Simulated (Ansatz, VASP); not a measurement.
## CaB3 in VASP and in Ansatz

```xyz
8
Lattice="5.0168 0.0000 0.0000 -2.5084 4.3446 0.0000 0.0000 0.0000 4.6946" Properties=species:S:1:pos:R:3 pbc="T T T"
Ca    0.0000    2.8964    0.0000
Ca    2.5084    1.4482    0.0000
B     3.5370    0.8544    2.3473
B     2.5084    2.6359    2.3473
B     1.4798    0.8544    2.3473
B    -1.0286    3.4903    2.3473
B     0.0000    1.7087    2.3473
B     1.0286    3.4903    2.3473
```

Alike in both runs: task relaxation of cell and atoms; functional PBE; k mesh 6 × 6 × 4; occupations gaussian, width 0.1 eV; no spin polarisation.

|  | VASP | Ansatz |
| --- | --- | --- |
| version | VASP 6.6.1 | Ansatz 0.2.0 |
| potentials or method | VASP PAW PBE potentials, release 64 (Ca_sv, B), cutoff 600 eV | scalar-relativistic, plane waves, PAW |
| valence electrons in the cell | 38 | 38 |

Ansatz gave:

| Item | Value |
| --- | --- |
| gap on the k mesh at the Fermi level, each at its own relaxed structure (eV) | none |
| relaxed volume (Å³/atom) | 12.60 |
| relaxed length of the cell vector where the two differ most in proportion (Å) | 4.844 |

Task: Which values does VASP return?

Result: gap on the k mesh at the Fermi level, each at its own relaxed structure (eV): none; relaxed volume (Å³/atom): 12.67; relaxed length of the cell vector where the two differ most in proportion (Å): 4.872.

A gap of «none» marks a metal or a gap that the smearing closes.
